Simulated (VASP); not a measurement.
The system is Hf.

```xyz
2
Lattice="0.0000 2.9409 2.9409 2.9409 0.0000 2.9409 2.9409 2.9409 0.0000" Properties=species:S:1:pos:R:3 pbc="T T T"
Hf    2.9409    2.9409    2.9409
Hf    4.4113    4.4113    4.4113
```

| Quantity | Value |
| --- | --- |
| Program | VASP 6.6.1 |
| Task | relaxation of cell and atoms |
| Functional | r2SCAN |
| Potentials or basis | VASP PAW PBE potentials, release 64 (Hf_pv) |
| Cutoff | 600 eV |
| k mesh | 6 × 6 × 6 |
| Occupations | gaussian, width 0.1 eV |
| Spin | no spin polarisation |

At the start: pressure 10.2 GPa; volume 25.44 Å³/atom.

Q: How do energy, volume and symmetry change on relaxing?

A: Over 5 steps the energy falls by 191.2 meV/atom and the volume is 34.59 Å³/atom (+36.0 %); space group Fd-3m (No. 227, to 0.05 Å).

The path:
| step | energy change (eV) | largest force (eV/Å) | pressure (GPa) | volume (Å³) |
| --- | --- | --- | --- | --- |
| 1 | 0.0000 | 0.0000 | 10.18 | 50.87 |
| 2 | -0.3461 | 0.0000 | 1.85 | 63.72 |
| 3 | -0.3798 | 0.0000 | 0.58 | 67.89 |
| 4 | -0.3814 | 0.0000 | -0.36 | 70.02 |
| 5 | -0.3823 | 0.0000 | 0.02 | 69.18 |

Final structure:
```cif
data_structure
_symmetry_space_group_name_H-M 'P 1'
_symmetry_Int_Tables_number 1
_cell_length_a 4.6079
_cell_length_b 4.6079
_cell_length_c 4.6079
_cell_angle_alpha 60.000
_cell_angle_beta 60.000
_cell_angle_gamma 60.000
_cell_volume 69.18
loop_
_atom_site_label
_atom_site_type_symbol
_atom_site_fract_x
_atom_site_fract_y
_atom_site_fract_z
_atom_site_occupancy
Hf1 Hf 0.50000 0.50000 0.50000 1
Hf2 Hf 0.75000 0.75000 0.75000 1
```

Caveat: the volume moved by over 15 % at a fixed basis, so the end points are rough; the PAW data sets were made with another functional, which shifts forces and pressure a little.
